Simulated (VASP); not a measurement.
Input of a VASP 6.6.1 run:

INCAR

```
SYSTEM = Ca
PREC = Accurate
ENCUT = 520
EDIFF = 1E-7
ISMEAR = 0
SIGMA = 0.1
LREAL = .False.
LASPH = .True.
NELM = 80
ALGO = Normal
ISIF = 2
LWAVE = .False.
LCHARG = .False.
GGA = PS
NBANDS = 44
```

File KPOINTS:

```
Automatic mesh
0
Gamma
  2 2 2
  0 0 0
```

POSCAR

```
Ca
1.0
   -4.4800000000      4.4800000000      4.4800000000
    4.4800000000     -4.4800000000      4.4800000000
    4.4800000000      4.4800000000     -4.4800000000
Ca
7
Direct
    0.0000000000      0.0000000000      0.0000000000
    0.0000000000      0.5000000000      0.0000000000
    0.0000000000      0.5000000000      0.5000000000
    0.5000000000      0.0000000000      0.0000000000
    0.5000000000      0.0000000000      0.5000000000
    0.5000000000      0.5000000000      0.0000000000
    0.5000000000      0.5000000000      0.5000000000
```

Potentials or basis: VASP PAW PBE potentials, release 64 (Ca_sv).

Command:

```bash
$ cat potpaw_PBE.64/Ca_sv/POTCAR > POTCAR
$ mpirun -np 1 vasp_std > vasp.out
```

(1) What does it give for the band gap on the k mesh?

(2) Estimate the pressure.

## Answers

(1) zero (band 35 reaches 1.66 eV, above the bottom of band 36 at 1.08 eV).

(2) -1.6 GPa.

Caveat: the k points lie up to 0.50 Å⁻¹ apart; the PAW data sets were made with another functional, which shifts forces and pressure a little.
